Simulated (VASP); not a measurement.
A run of VASP 6.6.1 is set up as follows.

File INCAR:

```
SYSTEM = Ge
PREC = Accurate ; ENCUT = 500
EDIFF = 1E-7 ; ISMEAR = 0
SIGMA = 0.1 ; LREAL = .False.
LASPH = .True. ; NELM = 120
ALGO = Normal ; ISIF = 3
LWAVE = .False. ; LCHARG = .False.
GGA = PE ; IBRION = 2
NSW = 100 ; EDIFFG = -0.002
GGA_COMPAT = .False. ; NELMIN = 4
```

KPOINTS

```
regular mesh
0
Gamma
  14 14 14
  0 0 0
```

File POSCAR:

```
Ge
1.0
    0.0000000000      2.8289100000      2.8289100000
    2.8289100000      0.0000000000      2.8289100000
    2.8289100000      2.8289100000      0.0000000000
Ge
2
Direct
    0.0000000000      0.0000000000      0.0000000000
    0.2500000000      0.2500000000      0.2500000000
```

Potentials or basis: VASP PAW PBE potentials, release 64 (Ge_d).

Run with:

```bash
$ cat potpaw_PBE.64/Ge_d/POTCAR > POTCAR
$ mpirun -np 1 vasp_std > vasp.out
```

Q: Predict the relaxed volume.

A: 23.84 Å³/atom.

Q: What does it give for the band gap on the k mesh?

A: Zero (filled and empty bands touch).

Final structure:
```yaml
crystal:
  lattice:
    - [0.00000, 2.87802, 2.87802]
    - [2.87802, 0.00000, 2.87802]
    - [2.87802, 2.87802, 0.00000]
  atoms:
    - { symbol: Ge, position: [0.00000, 0.00000, 0.00000] }
    - { symbol: Ge, position: [0.25000, 0.25000, 0.25000] }
```

Caveat: semilocal functionals underestimate gaps, and a narrow one can read as zero. Zero-point motion and thermal expansion aren't in these numbers.
